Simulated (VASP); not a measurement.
Write the native input for VASP 6.6.1 that does the following.

- Task: single point
- Functional: PBE
- Potentials or basis: VASP PAW PBE potentials, release 64 (Hg, Te)
- Cutoff: 520 eV
- k mesh: 6 × 6 × 6
- Occupations: fermi-dirac, width 0.02 eV
- Spin: no spin polarisation
- Dipole correction: no
- Further INCAR settings: ALGO = Normal; EDIFF = 1e-06; NBANDS = 16

The structure of HgTe lies in POSCAR:

```
HgTe
1.0
    0.0000000000      3.3598747875      3.1824911740
    3.3598747875      0.0000000000      3.1824911740
    3.3598747875      3.3598747875      0.0000000000
Hg Te
1 1
Direct
    0.0000000000      0.0000000000      0.0000000000
    0.2500000000      0.2500000000      0.2500000000
```

This cell differs from its parent crystal: epitaxial xy strain +2.1%.

These files were run (other wordings do the same):

INCAR

```
SYSTEM = HgTe
ALGO = Normal ; EDIFF = 1E-6
ENCUT = 520 ; GGA = PE
ISIF = 2 ; ISMEAR = -1
LASPH = .True. ; LCHARG = .False.
LREAL = .False. ; LWAVE = .False.
NBANDS = 16 ; NELM = 80
PREC = Accurate ; SIGMA = 0.02
```

KPOINTS

```
k-points
0
Gamma
  6 6 6
  0 0 0
```

Potentials or basis: VASP PAW PBE potentials, release 64 (Hg, Te).

Command:

```console
$ cat potpaw_PBE.64/Hg/POTCAR potpaw_PBE.64/Te/POTCAR > POTCAR
$ mpirun -np 1 vasp_std > vasp.out
```

It gave:

```
Pressure               : 0.9 GPa
Band gap on the k mesh : 0.15 eV
```

Caveat: the cell differs from its parent crystal (epitaxial xy strain +2.1%); spin-orbit coupling is left out, which moves the levels of the heavy elements.

It took 54 s on 1 thread of AMD EPYC 7R43 64-Core Processor (Zen 3) (shared host), peak memory 0.18 GiB.
